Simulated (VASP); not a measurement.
The system is W.

```xyz
1
Lattice="-1.5823 1.5823 1.5823 1.5823 -1.5823 1.5823 1.5823 1.5823 -1.5823" Properties=species:S:1:pos:R:3 pbc="T T T"
W     0.0000    0.0000    0.0000
```

- Program: VASP 6.6.1
- Task: relaxation of cell and atoms
- Functional: PBE
- Potentials or basis: VASP PAW PBE potentials, release 64 (W_sv)
- Cutoff: 500 eV
- k mesh: 11 × 11 × 11
- Occupations: fermi-dirac, width 0.1 eV
- Spin: no spin polarisation

At the start: pressure 6.5 GPa; volume 15.85 Å³/atom.

How do energy, volume and symmetry change on relaxing?

Over 4 steps the energy falls by 6.6 meV/atom and the volume is 16.18 Å³/atom (+2.1 %); space group Im-3m (No. 229, to 0.05 Å).

Step by step:
```tsv
step	energy change (eV)	largest force (eV/Å)	pressure (GPa)	volume (Å³)
1	0.0000	0.0000	6.52	15.85
2	0.0673	0.0000	-18.59	17.37
3	-0.0066	0.0000	-0.17	16.19
4	-0.0066	0.0000	-0.02	16.18
```

Final structure:
```cif
data_structure
_symmetry_space_group_name_H-M 'P 1'
_symmetry_Int_Tables_number 1
_cell_length_a 2.7596
_cell_length_b 2.7596
_cell_length_c 2.7596
_cell_angle_alpha 109.471
_cell_angle_beta 109.471
_cell_angle_gamma 109.471
_cell_volume 16.18
loop_
_atom_site_label
_atom_site_type_symbol
_atom_site_fract_x
_atom_site_fract_y
_atom_site_fract_z
_atom_site_occupancy
W1 W 0.00000 0.00000 0.00000 1
```
